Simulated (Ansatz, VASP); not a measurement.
**One calculation of KBr, two programs**

```
CELL_PARAMETERS angstrom
0.00000 3.16080 3.29250
3.16080 0.00000 3.29250
3.16080 3.16080 0.00000
ATOMIC_POSITIONS crystal
K 0.00000 0.00000 0.00000
Br 0.50000 0.50000 0.50000
```

Change from the starting cell: strain -0.040 along x and y, +0.000 along z, atoms carried along.

Alike in both runs: task single point; functional PBE; k mesh 6 × 6 × 6; occupations gaussian, width 0.05 eV; no spin polarisation.

|  | VASP | Ansatz |
| --- | --- | --- |
| version | VASP 6.6.1 | Ansatz 0.2.0 |
| potentials or method | VASP PAW PBE potentials, release 64 (K_sv, Br), cutoff 520 eV | scalar-relativistic, plane waves, PAW |
| valence electrons in the cell | 16 | 16 |

```tsv
	VASP	Ansatz	Ansatz less VASP
gap on the k mesh at the Fermi level (eV)	4.66	4.67	+0.002
least direct gap on the mesh (eV)	4.66	4.67	+0.002
pressure (GPa)	2.7	2.6	-0.06
traceless stress, the component that is largest in VASP (GPa)	-1.31	-1.29	+0.021
```
